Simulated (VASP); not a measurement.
Input of a VASP 6.6.1 run:

File INCAR:

```
SYSTEM = TiO
PREC = Accurate
ENCUT = 520
EDIFF = 1E-6
ISMEAR = 0
SIGMA = 0.15
LREAL = .FALSE.
LASPH = .TRUE.
NELM = 100
ALGO = Normal
ISIF = 2
LWAVE = .FALSE.
LCHARG = .FALSE.
GGA = PS
NBANDS = 36
```

Contents of KPOINTS:

```
regular mesh
0
G
  12 12 12
  0 0 0
```

Contents of POSCAR:

```
TiO
1.0
    4.0335084229      0.0000000000      0.0000000000
    0.0000000000      4.4872781205      0.0000000000
    0.0000000000      0.0000000000      4.0335084229
Ti O
3 3
Direct
    0.5000000000      0.5000000000      0.0000000000
    0.0000000000      0.5000000000      0.5000000000
    0.5000000000      0.0000000000      0.5000000000
    0.0000000000      0.5000000000      0.0000000000
    0.5000000000      0.0000000000      0.0000000000
    0.0000000000      0.0000000000      0.5000000000
```

Potentials or basis: VASP PAW PBE potentials, release 64 (Ti_sv, O).

Launch:

```sh
$ cat potpaw_PBE.64/Ti_sv/POTCAR potpaw_PBE.64/O/POTCAR > POTCAR
$ mpirun -np 1 vasp_std > vasp.out
```

(1) What does it give for the pressure?

(2) What does it give for the band gap on the k mesh?

## Answers

(1) -15.8 GPa.

(2) zero (band 27 reaches 7.63 eV, above the bottom of band 28 at 5.85 eV).

Caveat: the cell differs from its parent crystal (strain +0.1125 x Voigt [0, 1, 0, 0, 0, 0]); the PAW data sets were made with another functional, which shifts forces and pressure a little; semilocal functionals often make such compounds metallic where correlation or magnetic order opens a gap, which also shifts bond lengths.
